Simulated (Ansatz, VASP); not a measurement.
**Two plane-wave programs on Al2P3**

```
Al P
1.0
     4.51918    0.00000    0.00000
    -2.25959    3.91373    0.00000
     0.00000    0.00000    6.79734
Al P
2 3
Direct
  0.33333 0.66667 0.00000
  0.66667 0.33333 0.00000
  0.00000 0.00000 0.34946
  0.00000 0.00000 0.65054
  0.00000 0.00000 0.00000
```

Alike in both runs: task relaxation of cell and atoms; functional PBE; k mesh 12 × 12 × 6; occupations gaussian, width 0.1 eV; no spin polarisation.

```csv
,VASP,Ansatz
version,VASP 6.6.1,Ansatz 0.2.0
potentials or method,"VASP PAW PBE potentials, release 64 (Al, P), cutoff 600 eV","scalar-relativistic, plane waves, PAW"
valence electrons in the cell,21,21
```

Ansatz gave:

| Quantity | Value |
| --- | --- |
| gap on the k mesh at the Fermi level, each at its own relaxed structure (eV) | none |
| relaxed volume (Å³/atom) | 24.47 |
| relaxed cell length with the largest relative difference (Å) | 6.679 |

**Question.** Estimate VASP's values.

**Answer.** gap on the k mesh at the Fermi level, each at its own relaxed structure (eV): none; relaxed volume (Å³/atom): 24.43; relaxed cell length with the largest relative difference (Å): 6.674.

A gap of «none» marks a metal or a gap that the smearing closes.
